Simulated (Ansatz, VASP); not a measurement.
**Cs2Ga2Se5: VASP beside Ansatz**

```
Cs Ga Se
1.0
     7.70642   -3.68011    0.04990
     7.70642    3.68011    0.04990
    -7.61169    0.00000   10.40485
Cs Ga Se
4 4 10
Direct
  0.33661 0.89411 0.05277
  0.66339 0.10589 0.94723
  0.10589 0.66339 0.44723
  0.89411 0.33661 0.55277
  0.13416 0.58654 0.12688
  0.86584 0.41346 0.87312
  0.41346 0.86584 0.37312
  0.58654 0.13416 0.62688
  0.10149 0.51921 0.90902
  0.89851 0.48079 0.09098
  0.48079 0.89851 0.59098
  0.51921 0.10149 0.40902
  0.05195 0.94805 0.25000
  0.94805 0.05195 0.75000
  0.48294 0.35099 0.23787
  0.51706 0.64901 0.76213
  0.64901 0.51706 0.26213
  0.35099 0.48294 0.73787
```

Alike in both runs: functional PBE; dispersion D3(BJ); k mesh 4 × 4 × 4; occupations gaussian, width 0.02 eV; no spin polarisation.

Ansatz relaxed the structure, and its values are those at the end. VASP's run is a single point on that final structure, the one shown.

```csv
,VASP,Ansatz
version,VASP 6.6.1,Ansatz 0.2.0
potentials or method,"VASP PAW PBE potentials, release 64 (Cs_sv, Ga_d, Se), cutoff 520 eV","scalar-relativistic, plane waves, PAW"
valence electrons in the cell,148,248
```

```csv
,VASP,Ansatz,Ansatz less VASP
gap on the k mesh at the Fermi level (eV),2.03,2.03,+0.001
least direct gap on the mesh (eV),2.12,2.12,0.000
pressure (GPa),0.1,0.0,-0.10
rms of the force components (eV/Å),0.012,0.003,-0.0092
```

VASP's potentials hold 148 valence electrons a cell and Ansatz's 248, so a difference there can come from the potentials and not from the codes.

Spin-orbit coupling is off throughout.
